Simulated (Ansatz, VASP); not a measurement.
## Two plane-wave programs on KMgF3

File INCAR:

```
  PREC = Accurate
  ENCUT = 520
  EDIFF = 1E-6
  ISMEAR = 0
  SIGMA = 0.05
  LREAL = False
  LASPH = True
  NELM = 80
  ALGO = Normal
  ISIF = 2
  LWAVE = False
  LCHARG = True
  GGA = PS
  LELF = True
  LVHAR = True
  NBANDS = 24
```

File KPOINTS:

```
Automatic mesh
0
Gamma
  6 6 6
```

The input POSCAR:

```
KMgF3
1.0
    3.7508755075      0.0000000000      0.0000000000
    0.0000000000      3.7508755075      0.0000000000
    0.0000000000      0.0000000000      4.5010506090
K Mg F
1 1 3
Direct
    0.5000000000      0.5000000000      0.5000000000
    0.0000000000      0.0000000000      0.0000000000
    0.5000000000      0.0000000000      0.0000000000
    0.0000000000      0.5000000000      0.0000000000
    0.0000000000      0.0000000000      0.5000000000
```

Input for Ansatz:

```yaml
crystal:
  lattice:
    - [3.7508755075, 0.0, 0.0]
    - [0.0, 3.7508755075, 0.0]
    - [0.0, 0.0, 4.501050609]
  atoms:
    - { symbol: K, position: [0.5, 0.5, 0.5] }
    - { symbol: Mg, position: [0.0, 0.0, 0.0] }
    - { symbol: F, position: [0.5, 0.0, 0.0] }
    - { symbol: F, position: [0.0, 0.5, 0.0] }
    - { symbol: F, position: [0.0, 0.0, 0.5] }
basis:
  ecutwfc: 420
kpoints:
  mp_grid: { grid: [6, 6, 6] }
hamiltonian:
  xc: pbesol
scf:
  occupations: { method: gaussian, width: 0.05 }
output:
  forces: true
  stress: true
  eigenvalues: true
```

Alike in both runs: task single point; functional PBEsol; k mesh 6 × 6 × 6; occupations gaussian, width 0.05 eV; no spin polarisation.

|  | VASP | Ansatz |
| --- | --- | --- |
| version | VASP 6.6.1 | Ansatz 0.2.0 |
| potentials or method | VASP PAW PBE potentials, release 64 (K_sv, Mg, F), cutoff 520 eV | scalar-relativistic, plane waves, PAW |
| valence electrons in the cell | 32 | 40 |

Ansatz gave:

```
gap on the k mesh at the Fermi level (eV)                     : 6.93
least direct gap on the mesh (eV)                             : 7.28
pressure (GPa)                                                : 4.1
traceless stress, the component that is largest in VASP (GPa) : -10.49
```

Q: Which values does VASP return?

A: gap on the k mesh at the Fermi level (eV): 6.90; least direct gap on the mesh (eV): 7.26; pressure (GPa): 3.8; traceless stress, the component that is largest in VASP (GPa): -10.53.

VASP's potentials were made for PBE, not for PBEsol. With one functional, cell and mesh, what is left measures potentials, basis and numerics. VASP's potentials hold 32 valence electrons a cell and Ansatz's 40, so a difference there can come from the potentials and not from the codes.
